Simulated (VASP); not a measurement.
## C: single point with PBE

Crystal: C.

```xyz
8
Lattice="2.5180 0.0000 0.0000 -1.2590 2.1807 0.0000 0.0000 0.0000 8.3046" Properties=species:S:1:pos:R:3 pbc="T T T"
C     0.0000    0.0000    0.7721
C     0.0000    0.0000    4.9244
C     0.0000    0.0000    3.3802
C     0.0000    0.0000    7.5325
C     0.0000    1.4538    1.2916
C     1.2590    0.7269    5.4439
C     0.0000    1.4538    2.8607
C     1.2590    0.7269    7.0130
```

```json
{
 "Program": "VASP 6.6.1",
 "Task": "single point",
 "Functional": "PBE",
 "Potentials or basis": "VASP PAW PBE potentials, release 64 (C)",
 "Cutoff": "520 eV",
 "k mesh": "12 × 12 × 4",
 "Occupations": "gaussian, width 0.02 eV",
 "Spin": "no spin polarisation"
}
```

```yaml
Pressure: 0.7 GPa
Largest_force: 0.004 eV/Å
Band_gap_on_the_k_mesh: 4.53 eV, indirect (least direct gap 5.29 eV)
```

Forces in eV/Å, atoms in the order of the input:
```
C    0.000  0.000  0.001
C    0.000  0.000  0.001
C    0.000  0.000 -0.001
C    0.000  0.000 -0.001
C    0.000  0.000  0.004
C    0.000  0.000  0.004
C    0.000  0.000 -0.004
C    0.000  0.000 -0.004
```

Levels at points of the mesh, in eV from the valence-band top:
```tsv
k point	band 13	band 14	band 15	band 16	band 17	band 18	band 19	band 20
(0.00, 0.00, 0.00)	-1.72	-0.22	0.00	0.00	5.29	5.29	5.46	7.10
(0.50, 0.00, 0.00)	-4.91	-4.65	-3.66	-2.95	4.60	5.57	5.98	6.02
(0.00, 0.00, 0.50)	-0.65	-0.65	-0.65	-0.65	6.06	6.06	6.06	6.06
(0.50, 0.00, 0.50)	-4.71	-4.71	-3.64	-3.64	4.94	4.94	6.98	6.98
```

It took 27 s on 1 thread of Intel(R) Xeon(R) 6975P-C (Granite Rapids), on a shared host, peak memory 0.18 GiB.

A k mesh can miss the band edges. Expect the measured gap to be larger: semilocal functionals such as PBE lack the derivative discontinuity.
